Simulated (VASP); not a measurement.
Here is a VASP 6.6.1 calculation.

Contents of INCAR:

```
SYSTEM = Be4TeSe3
PREC = Accurate ; ENCUT = 600
EDIFF = 1E-6 ; ISMEAR = 0
SIGMA = 0.1 ; LREAL = Auto
LASPH = .TRUE. ; NELM = 80
ALGO = Normal ; ISIF = 3
LWAVE = .FALSE. ; LCHARG = .FALSE.
GGA = PE ; IBRION = 2
NSW = 80 ; EDIFFG = -0.025
```

File KPOINTS:

```
Automatic mesh
0
G
  2 2 2
  0 0 0
```

POSCAR

```
Be4TeSe3
1.0
   -0.0419064612      0.0130925447     -6.1993661881
   -0.0235627528     -6.5649981950      0.0137487104
   -7.5620781524     -0.0272221114     -0.0508410679
Be Te Se
8 2 6
Direct
    0.6269705669      0.1793085888      0.4881634375
    0.1430919308      0.3454212612      0.2347726550
    0.1261207421      0.3373053386      0.7563343979
    0.6150624405      0.1372333059      1.0083037883
    0.1012898695      0.8455562546      0.5041791074
    0.6403017753      0.6678680241      0.7678543017
    0.1228318910      0.8171406367      1.0062524343
    0.6295904352      0.6664576028      0.2345553507
    0.9998047987      0.1707918973     -0.0128748143
    0.4952532078      0.8280871932      0.5098350115
    1.0002525065      0.1842906162      0.5148759457
    0.5033096096      0.3326905093      0.2495458096
    0.4812774054      0.3425196677      0.7392058263
    1.0011278747      0.6790903675      0.7416055449
    0.5033746019      0.8197520167      1.0100708764
    1.0103403440      0.6464867195      0.2473203271
```

Potentials or basis: VASP PAW PBE potentials, release 64 (Be, Te, Se).

Launch:

```sh
$ cat potpaw_PBE.64/Be/POTCAR potpaw_PBE.64/Te/POTCAR potpaw_PBE.64/Se/POTCAR > POTCAR
$ mpirun -np 1 vasp_std > vasp.out
```

Q: Predict the band gap on the k mesh.

A: 2.86 eV.

Q: Estimate the space group after relaxing (to 0.1 Å).

A: Pmn2_1 (No. 31).

Q: Estimate the relaxed cell.

A: a = 6.155 Å, b = 6.463 Å, c = 7.516 Å, α = 90.00°, β = 90.01°, γ = 90.00°.

Forces on the atoms (eV/Å):
```
Be  -0.005 -0.008  0.000
Be  -0.002  0.008 -0.003
Be  -0.007  0.006  0.004
Be   0.001 -0.002 -0.001
Be   0.003 -0.006  0.000
Be   0.011  0.000  0.001
Be  -0.002  0.007  0.002
Be   0.001  0.000 -0.005
Te  -0.006 -0.001 -0.002
Te   0.005 -0.003  0.002
Se  -0.013 -0.006  0.002
Se   0.002  0.003 -0.002
Se   0.001 -0.005 -0.003
Se   0.007  0.002  0.002
Se   0.004 -0.003  0.007
Se  -0.003  0.008 -0.006
```

Caveat: the k points lie up to 0.51 Å⁻¹ apart in the final cell; spin-orbit coupling is left out, which moves the levels of the heavy elements. A k mesh can miss the band edges.
